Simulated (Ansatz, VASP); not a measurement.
## One calculation of AlNi, two programs

The input INCAR:

```
  PREC = Accurate
  ENCUT = 520
  EDIFF = 1E-7
  ISMEAR = -1
  SIGMA = 0.05
  LREAL = False
  LASPH = True
  NELM = 150
  ALGO = Normal
  ISIF = 2
  LWAVE = False
  LCHARG = True
  ISPIN = 2
  MAGMOM = 1 0
  LORBIT = 11
  LMAXMIX = 4
  GGA = RP
  LELF = True
  LVHAR = True
  NBANDS = 18
```

File KPOINTS:

```
Automatic mesh
0
Gamma
  9 9 9
```

Contents of POSCAR:

```
AlNi
1.0
    2.8810000000      0.0000000000      0.0000000000
    0.0000000000      2.8810000000      0.0000000000
    0.0000000000      0.0000000000      2.8810000000
Ni Al
1 1
Direct
    0.5000000000      0.5000000000      0.5000000000
    0.0000000000      0.0000000000      0.0000000000
```

File input.yaml:

```yaml
crystal:
  lattice:
    - [2.881, 0.0, 0.0]
    - [0.0, 2.881, 0.0]
    - [0.0, 0.0, 2.881]
  atoms:
    - { symbol: Ni, position: [0.5, 0.5, 0.5], spin: 1.0 }
    - { symbol: Al, position: [0.0, 0.0, 0.0] }
kpoints:
  mp_grid: { grid: [9, 9, 9] }
  band_path:
    path:
      - [0.0, 0.0, 0.0]
      - [0.0, 0.5, 0.0]
      - [0.5, 0.5, 0.0]
      - [0.0, 0.0, 0.0]
      - [0.5, 0.5, 0.5]
      - [0.0, 0.5, 0.0]
    npoints: 6
scf:
  occupations: { method: fermi_dirac, width: 0.05 }
hamiltonian:
  xc: rpbe
  pseudopotentials: { kind: all_electron, lapw: { basis_error: 0.001 } }
magnetization:
  spin_polarized: true
output:
  forces: true
  stress: true
  eigenvalues: true
```

Alike in both runs: functional RPBE; k mesh 9 × 9 × 9; occupations fermi-dirac, width 0.05 eV; collinear spin.

|  | VASP | Ansatz |
| --- | --- | --- |
| version | VASP 6.6.1 | Ansatz 0.2.0 |
| potentials or method | VASP PAW PBE potentials, release 64 (Ni, Al), cutoff 520 eV | all-electron LAPW, scalar-relativistic |
| task | single point | band structure |

Ansatz gave:

| Item | Value |
| --- | --- |
| gap on the k mesh at the Fermi level (eV) | none |
| pressure (GPa) | 5.8 |
| net moment per atom (μB) | 0.00 |

What did VASP give for the same quantities?

gap on the k mesh at the Fermi level (eV): none; pressure (GPa): 5.7; net moment per atom (μB): 0.00.

VASP's potentials were made for PBE, not for RPBE. A gap of «none» marks a metal or a gap that the smearing closes. Ansatz ran all-electron here, and VASP with PAW potentials.
